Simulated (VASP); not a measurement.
# Ti (Fd-3m) in VASP: further runs

The runs below take Ti through single point, relaxation of cell and atoms, with PBE.

Everything below comes from runs of VASP 6.6.1. Logs are shortened: lines on timing, memory, paths and dates and some standing lists are left out, and cuts for length are marked.

**1. The cell of the first run**

Symmetry: Fd-3m, No. 227, cubic system. Conventional cell: a = 6.188 Å, b = 6.188 Å, c = 6.188 Å, α = 90.00°, β = 90.00°, γ = 90.00°. Within 3.5 Å of Ti (site symmetry -43m) lie 4 Ti at 2.68 Å.

This isn't the form of Ti at room conditions, which is hcp.

**2. Single point, PBE, collinear spin (29.62 Å³/atom)**

Input file INCAR:

```
PREC = Accurate
ENCUT = 520
EDIFF = 1E-6
ISMEAR = -1
SIGMA = 0.05
LREAL = False
LASPH = True
NELM = 150
ALGO = Normal
ISIF = 2
LWAVE = False
LCHARG = False
ISPIN = 2
MAGMOM = 1.645 1.645
LORBIT = 11
LMAXMIX = 4
GGA = PE
NBANDS = 23
```

Input file KPOINTS:

```
regular mesh
0
Gamma
  10 10 10
```

Input file POSCAR:

```
Ti
1.0
    0.0000000000      3.0939197261      3.0939197261
    3.0939197261      0.0000000000      3.0939197261
    3.0939197261      3.0939197261      0.0000000000
Ti
2
Direct
    0.1250000000      0.1250000000      0.1250000000
    0.8750000000      0.8750000000      0.8750000000
```

Potentials or basis: VASP PAW PBE potentials, release 64 (Ti_sv).

Command:

```bash
$ cat potpaw_PBE.64/Ti_sv/POTCAR > POTCAR
$ mpirun -np 1 vasp_std > vasp.out
```

OUTCAR:

```text
PREC = Accurate
   ENCUT = 520
   EDIFF = 1E-6
   ISMEAR = -1
   LREAL = False
   LASPH = True
   NELM = 150
   ISIF = 2
   ISPIN = 2
   LORBIT = 11
   GGA = PE

 ion  position               nearest neighbor table
   1  0.125  0.125  0.125-   2 2.68   2 2.68   2 2.68   2 2.68
   2  0.875  0.875  0.875-   1 2.68   1 2.68   1 2.68   1 2.68

  LATTYP: Found a face centered cubic cell.
 ALAT       =     6.1878394522

  Lattice vectors:

 A1 = (   0.0000000000,   3.0939197261,   3.0939197261)
 A2 = (   3.0939197261,   0.0000000000,   3.0939197261)
 A3 = (   3.0939197261,   3.0939197261,   0.0000000000)

Analysis of symmetry for initial positions (statically):
=====================================================================
 Subroutine PRICEL returns:
 Original cell was already a primitive cell.

 Routine SETGRP: Setting up the symmetry group for a
 face centered cubic supercell.

 Subroutine GETGRP returns: Found 48 space group operations
 (whereof 12 operations were pure point group operations)
 out of a pool of 48 trial point group operations.

The static configuration has the point symmetry D_3d.
 The point group associated with its full space group is O_h .

Analysis of symmetry for dynamics (positions and initial velocities):
=====================================================================
 Subroutine PRICEL returns:
 Original cell was already a primitive cell.

 Routine SETGRP: Setting up the symmetry group for a
 face centered cubic supercell.

 Subroutine GETGRP returns: Found 48 space group operations
 (whereof 12 operations were pure point group operations)
 out of a pool of 48 trial point group operations.

The dynamic configuration has the point symmetry D_3d.
 The point group associated with its full space group is O_h .

Analysis of structural, dynamic, and magnetic symmetry:
=====================================================================
 Subroutine PRICEL returns:
 Original cell was already a primitive cell.

 Routine SETGRP: Setting up the symmetry group for a
 face centered cubic supercell.

 Subroutine GETGRP returns: Found 48 space group operations
 (whereof 12 operations were pure point group operations)
 out of a pool of 48 trial point group operations.

The overall configuration has the point symmetry D_3d.
 The point group associated with its full space group is O_h .

 Subroutine INISYM returns: Found 48 space group operations
 (whereof 12 operations are pure point group operations),
 and found     1 'primitive' translations

----------------------------------------------------------------------------------------

                                     Primitive cell

  volume of cell :      59.2321

  direct lattice vectors                    reciprocal lattice vectors
     0.000000000  3.093919726  3.093919726    -0.161607296  0.161607296  0.161607296
     3.093919726  0.000000000  3.093919726     0.161607296 -0.161607296  0.161607296
     3.093919726  3.093919726  0.000000000     0.161607296  0.161607296 -0.161607296

  length of vectors
     4.375463238  4.375463238  4.375463238     0.279912047  0.279912047  0.279912047

  position of ions in fractional coordinates (direct lattice)
     0.125000000  0.125000000  0.125000000
     0.875000000  0.875000000  0.875000000

  ion indices of the primitive-cell ions
   primitive index   ion index
                 1           1
                 2           2

----------------------------------------------------------------------------------------

 KPOINTS: regular mesh

Automatic generation of k-mesh.
 Grid dimensions read from file:
 generate k-points for:   10   10   10

 Generating k-lattice:

  Cartesian coordinates                     Fractional coordinates (reciprocal lattice)
    -0.016160730  0.016160730  0.016160730     0.100000000  0.000000000  0.000000000
     0.016160730 -0.016160730  0.016160730     0.000000000  0.100000000  0.000000000
     0.016160730  0.016160730 -0.016160730     0.000000000  0.000000000  0.100000000

  Length of vectors
     0.027991205  0.027991205  0.027991205

  Shift w.r.t. Gamma in fractional coordinates (k-lattice)
     0.000000000  0.000000000  0.000000000

 Subroutine IBZKPT returns following result:
 ===========================================

 Found     47 irreducible k-points:

 Following reciprocal coordinates:
            Coordinates               Weight
  0.000000  0.000000  0.000000      1.000000
  0.100000  0.000000  0.000000      8.000000
  0.200000  0.000000  0.000000      8.000000
  0.300000  0.000000  0.000000      8.000000
  0.400000  0.000000  0.000000      8.000000
  0.500000  0.000000  0.000000      4.000000
[... 16 lines left out ...]
  0.300000  0.300000  0.000000      6.000000
  0.400000  0.300000  0.000000     24.000000
 [... further k-points ...]
   k-points           NKPTS =     47   k-points in BZ     NKDIM =     47   number of bands    NBANDS=     23
   number of dos      NEDOS =    301   number of ions     NIONS =      2
   total plane-waves  NPLWV =  46656
   dimension x,y,z NGX =    36 NGY =   36 NGZ =   36
   dimension x,y,z NGXF=    72 NGYF=   72 NGZF=   72
   ions per type =               2
   NGX,Y,Z   is equivalent  to a cutoff of  13.68, 13.68, 13.68 a.u.
   NGXF,Y,Z  is equivalent  to a cutoff of  27.36, 27.36, 27.36 a.u.
 SYSTEM =  unknown system
   PREC   = accura    normal or accurate (medium, high low for compatibility)
   ISTART =      0    job   : 0-new  1-cont  2-samecut
   ICHARG =      2    charge: 1-file 2-atom 10-const
   ISPIN  =      2    spin polarized calculation?
   LNONCOLLINEAR =      F non collinear calculations
   LSORBIT =      F    spin-orbit coupling
   LASPH  =      T    aspherical Exc in radial PAW
   ENCUT  =  520.0 eV  38.22 Ry    6.18 a.u.   8.14  8.14  8.14*2*pi/ulx,y,z
   NELM   =    150;   NELMIN=  2; NELMDL= -5     # of ELM steps
   EDIFF  = 0.1E-05   stopping-criterion for ELM
   LREAL  =      F    real-space projection
   EDIFFG = 0.1E-04   stopping-criterion for IOM
   NSW    =      0    number of steps for IOM
   IBRION =     -1    ionic relax: 0-MD 1-quasi-New 2-CG
   NFREE  =      0    steps in history (QN), initial steepest desc. (CG)
   ISIF   =      2    stress and relaxation
   ISYM   =      2    0-nonsym 1-usesym 2-fastsym
   POTIM  = 0.5000    time-step for ionic-motion
   TEBEG  =    0.0;   TEEND  =   0.0 temperature during run
   PSTRESS=    0.0 pullay stress
   NELECT =      24.0000    total number of electrons
   NUPDOWN=      -1.0000    fix difference up-down
   EMIN   =  10.00;   EMAX   =-10.00  energy-range for DOS
   EFERMI =   0.00;   METHOD = LEGACY
   ISMEAR =    -1;   SIGMA  =   0.05  broadening in eV -4-tet -1-fermi 0-gaus
   EFERMI_NEDOS =   21; number of points for ismear=-14 and -15
   IALGO  =     38    algorithm
   IMIX   =      4    mixing-type and parameters
     AMIX     =   0.40;   BMIX     =  1.00
     AMIX_MAG =   1.60;   BMIX_MAG =  1.00
  volume/ion in A,a.u.               =      29.62       199.86
  Fermi-wavevector in a.u.,A,eV,Ry     =   1.211415  2.289242 19.966901  1.467526
  Thomas-Fermi vector in A             =   2.346931
   LORBIT       =     11    0 simple, 1 ext, 2 COOP (PROOUT), +10 PAW based schemes
   GGA     = PE    functional components
   LHFCALC =     F    Hartree Fock is set to
   AEXX    =    0.0000 exact exchange contribution
   IVDW    =     0    specifies the selected vdW correction
   LEPSILON=     F    determine dielectric tensor
   LRPA    =     F    only Hartree local field effects (RPA)
 spin polarized calculation
  energy-cutoff  :      520.00
  volume of cell :       59.23
 maximum number of plane-waves:      1639
 NGX is ok and might be reduce to    36
   NGX = 17   NGY = 17   NGZ = 17

 number of electron      24.0000002 magnetization       4.8548038

 Free energy of the ion-electron system (eV)
  ---------------------------------------------------
  ext. energy  EPLUGINS =         0.00000000
  ---------------------------------------------------
  free energy    TOTEN  =       -11.37423213 eV

  energy without entropy =      -11.34643413  energy(sigma->0) =      -11.36033313

 E-fermi :   3.4253     XC(G=0):  -8.8447

 val. band max:        3.4168793593   @ k =   0.4000   0.3000   0.1000
 cond. band min:       3.4264859443   @ k =  -0.2000   0.2000   0.0000
 fundamental gap:      0.0096065850
 Fermi energy:         3.4252993013

 spin component 1

 k-point     1 :       0.0000    0.0000    0.0000
  band No.  band energies     occupation
      1     -53.9294      1.00000
      2     -53.7210      1.00000
      3     -30.3258      1.00000
      4     -30.3258      1.00000
      5     -30.3258      1.00000
      6     -29.9442      1.00000
[... 15 lines left out ...]
     22      12.5954      0.00000
     23      12.9548      0.00000
[... 575 lines left out ...]
      1     -53.8717      1.00000
      2     -53.7793      1.00000
      3     -30.3958      1.00000
      4     -30.3925      1.00000
      5     -30.2266      1.00000
      6     -30.0504      1.00000
[... 15 lines left out ...]
     22       7.9522      0.00000
     23      11.2720      0.00000

 [... further k-points ...]

 spin component 2

 k-point     1 :       0.0000    0.0000    0.0000
  band No.  band energies     occupation
      1     -52.3091      1.00000
      2     -52.1112      1.00000
      3     -28.6854      1.00000
      4     -28.6854      1.00000
      5     -28.6854      1.00000
      6     -28.3301      1.00000
[... 15 lines left out ...]
     22      13.7277      0.00000
     23      13.7277      0.00000
[... 575 lines left out ...]
      1     -52.2543      1.00000
      2     -52.1665      1.00000
      3     -28.7547      1.00000
      4     -28.7514      1.00000
      5     -28.5936      1.00000
      6     -28.4292      1.00000
[... 15 lines left out ...]
     22       9.1401      0.00000
     23      11.9996      0.00000

 [... further k-points ...]

------------------------ aborting loop because EDIFF is reached ----------------------------------------

  FORCE on cell =-STRESS in cart. coord.  units (eV):
  Direction    XX          YY          ZZ          XY          YZ          ZX
  --------------------------------------------------------------------------------------
  -------------------------------------------------------------------------------------
  Total       -0.5893142     -0.5893142     -0.5893142      0.0000000      0.0000000     -0.0000000
  in kB      -15.9404434    -15.9404434    -15.9404434      0.0000000      0.0000000     -0.0000000
  external PRESSURE =     -15.9404434 kB  Pullay stress =       0.0000000 kB

 VOLUME and BASIS-vectors are now :
 -----------------------------------------------------------------------------
  energy-cutoff  :      520.00
  volume of cell :       59.23
      direct lattice vectors                 reciprocal lattice vectors
     0.000000000  3.093919726  3.093919726    -0.161607296  0.161607296  0.161607296
     3.093919726  0.000000000  3.093919726     0.161607296 -0.161607296  0.161607296
     3.093919726  3.093919726  0.000000000     0.161607296  0.161607296 -0.161607296

 POSITION                                       TOTAL-FORCE (eV/Angst)
 -----------------------------------------------------------------------------------
      0.77348      0.77348      0.77348         0.000000      0.000000     -0.000000
      5.41436      5.41436      5.41436        -0.000000     -0.000000      0.000000
 -----------------------------------------------------------------------------------
    total drift:                                0.000000      0.000000      0.000000

  FREE ENERGIE OF THE ION-ELECTRON SYSTEM (eV)
  ---------------------------------------------------
  free  energy   TOTEN  =       -11.3742321292 eV

  energy  without entropy=      -11.3464341325  energy(sigma->0) =      -11.36033313

 total charge

# of ion       s       p       d       tot
------------------------------------------
    1        2.229   6.026   2.008  10.262
    2        2.229   6.026   2.008  10.262
--------------------------------------------------
tot          4.457  12.051   4.016  20.525

 magnetization (x)

# of ion       s       p       d       tot
------------------------------------------
    1        0.089   0.066   1.661   1.816
    2        0.089   0.066   1.661   1.816
--------------------------------------------------
tot          0.178   0.133   3.322   3.632
```

Wall time 97 s (1 thread of AMD EPYC 9R45 (Zen 5), shared host); peak memory 0.26 GiB.

What came out:

```yaml
Free_energy: -11.3742 eV
Pressure: -1.6 GPa
Net_moment: 4.85 μB per cell
Site_moments: Ti +1.82 μB
Valence_electrons_inside_the_program's_atomic_spheres: Ti 10.26
```

**3. Single point, PBE, collinear spin (30.71 Å³/atom)**

This run uses another cell than the first one, of 30.71 Å³/atom.

Input file INCAR:

```
SYSTEM = Ti
PREC = Accurate
ENCUT = 520
EDIFF = 1E-7
ISMEAR = -1
SIGMA = 0.05
LREAL = .False.
LASPH = .True.
NELM = 150
ALGO = Normal
ISIF = 2
LWAVE = .False.
LCHARG = .True.
ISPIN = 2
MAGMOM = 1.645 1.645
LORBIT = 11
LMAXMIX = 4
GGA = PE
LELF = .True.
LVHAR = .True.
NBANDS = 23
```

Input file KPOINTS:

```
regular mesh
0
Gamma
  10 10 10
  0 0 0
```

Input file POSCAR:

```
Ti
1.0
    0.0000000000      3.1316541734      3.1316541734
    3.1316541734      0.0000000000      3.1316541734
    3.1316541734      3.1316541734      0.0000000000
Ti
2
Direct
    0.1250000000      0.1250000000      0.1250000000
    0.8750000000      0.8750000000      0.8750000000
```

Potentials or basis: VASP PAW PBE potentials, release 64 (Ti_sv).

Command:

```bash
$ cat potpaw_PBE.64/Ti_sv/POTCAR > POTCAR
$ mpirun -np 1 vasp_std > vasp.out
```

It took 2 min on 1 thread of AMD EPYC 9R45 (Zen 5), shared host; peak memory 0.26 GiB.

The run converged. Its results:

```
Free energy                                           : -11.3488 eV
Pressure                                              : -2.2 GPa
Net moment                                            : 5.02 μB per cell
Site moments                                          : Ti +1.85 μB
Valence electrons inside the program's atomic spheres : Ti 10.24
```

Levels at points of the mesh, in eV from the Fermi level:
Spin up:
```
           k point  band 10  band 11  band 12  band 13  band 14  band 15  band 16  band 17  band 18  band 19
(0.00, 0.00, 0.00)    -0.83    -0.83    -0.83    -0.74    -0.74     0.75     0.75     0.75     2.38     2.38
(0.50, 0.00, 0.00)    -1.22    -0.74    -0.74    -0.72    -0.72    -0.66     1.34     1.34     1.99     1.99
(0.50, 0.50, 0.00)    -1.48    -1.12    -1.12    -0.66    -0.66     0.79     0.79     2.13     2.13     2.77
```
Spin down:
```tsv
k point	band 7	band 8	band 9	band 10	band 11	band 12
(0.00, 0.00, 0.00)	-31.79	-31.79	-3.51	0.79	0.79	1.18
(0.50, 0.00, 0.00)	-31.75	-31.75	-0.99	-0.45	0.74	0.74
(0.50, 0.50, 0.00)	-31.72	-31.72	-0.38	-0.38	0.82	0.82
```

[end of part 1 of 2]
